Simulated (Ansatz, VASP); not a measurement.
**Two plane-wave programs on Ru**

The input INCAR:

```
SYSTEM = Ru
ALGO = Fast
EDIFF = 1E-6
ENCUT = 520
GGA = PS
ISIF = 2
ISMEAR = 0
LASPH = .True.
LCHARG = .False.
LREAL = .False.
LWAVE = .False.
NBANDS = 21
NELM = 80
PREC = Accurate
SIGMA = 0.15
```

KPOINTS

```
k-points
0
Gamma
  18 18 10
  0 0 0
```

The input POSCAR:

```
Ru
1.0
    2.6178701703      0.0000000000      0.0000000000
   -1.3089350852      2.2671420713      0.0000000000
    0.0000000000      0.0000000000      4.2523798378
Ru
2
Direct
    0.3633848245      0.7267696491      0.2500000000
    0.6366151755      0.2732303509      0.7500000000
```

Input for Ansatz:

```yaml
crystal:
  lattice:
    - [2.6178701703, 0.0, 0.0]
    - [-1.3089350852, 2.2671420713, 0.0]
    - [0.0, 0.0, 4.2523798378]
  atoms:
    - { symbol: Ru, position: [0.3633848245, 0.7267696491, 0.25] }
    - { symbol: Ru, position: [0.6366151755, 0.2732303509, 0.75] }
basis:
  ecutwfc: 420
kpoints:
  mp_grid: { grid: [18, 18, 10] }
hamiltonian:
  xc: pbesol
  pseudopotentials: { kind: paw, azcp: { folder: soft_1 } }
scf:
  occupations: { method: gaussian, width: 0.15 }
output:
  forces: true
  stress: true
  eigenvalues: true
```

Change from the starting cell: mode 5 frozen in at +0.140 Å, equal normal strain along x and y -0.0267.

Alike in both runs: task single point; functional PBEsol; k mesh 18 × 18 × 10; occupations gaussian, width 0.15 eV; no spin polarisation.

|  | VASP | Ansatz |
| --- | --- | --- |
| version | VASP 6.6.1 | Ansatz 0.2.0 |
| potentials or method | VASP PAW PBE potentials, release 64 (Ru_pv), cutoff 520 eV | scalar-relativistic, plane waves, PAW |
| valence electrons in the cell | 28 | 32 |

Ansatz gave:

| Property | Result |
| --- | --- |
| gap on the k mesh at the Fermi level (eV) | none |
| pressure (GPa) | 25.7 |
| traceless stress, the component that is largest in VASP (GPa) | 8.43 |
| rms of the force components (eV/Å) | 1.155 |

**Question.** What did VASP give for the same quantities?

**Answer.** gap on the k mesh at the Fermi level (eV): none; pressure (GPa): 25.7; traceless stress, the component that is largest in VASP (GPa): 8.41; rms of the force components (eV/Å): 1.158.

VASP's potentials were made for PBE, not for PBEsol, and Ansatz warns of the same on its side. Atom by atom the forces differ by 0.003 eV/Å (rms over components). A gap of «none» marks a metal or a gap that the smearing closes. With one functional, cell and mesh, what is left measures potentials, basis and numerics. VASP's potentials hold 28 valence electrons a cell and Ansatz's 32, so a difference there can come from the potentials and not from the codes.
